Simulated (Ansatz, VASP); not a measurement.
**Sn in VASP and in Ansatz**

```
Sn
1.0
     6.07570    0.00000    0.00000
     0.00000    6.07570    0.00000
     0.00000    0.00000    6.07570
Sn
8
Direct
  0.00000 0.00000 0.00000
  0.50000 0.50000 0.50000
  0.25000 0.00000 0.50000
  0.75000 0.00000 0.50000
  0.50000 0.25000 0.00000
  0.50000 0.75000 0.00000
  0.00000 0.50000 0.25000
  0.00000 0.50000 0.75000
```

Alike in both runs: functional r2SCAN; k mesh 4 × 4 × 4; occupations fermi-dirac, width 0.1 eV; no spin polarisation.

Ansatz relaxed the structure, and its values are those at the end. VASP's run is a single point on that final structure, the one shown.

|  | VASP | Ansatz |
| --- | --- | --- |
| version | VASP 6.6.1 | Ansatz 0.2.0 |
| potentials or method | VASP PAW PBE potentials, release 64 (Sn_d), cutoff 520 eV | plane waves (500 eV) with PAW, scalar-relativistic |
| valence electrons in the cell | 112 | 112 |

```tsv
	VASP	Ansatz	Ansatz less VASP
pressure (GPa)	0.0	0.0	+0.02
```

VASP's potentials were made for PBE, not for r2SCAN.
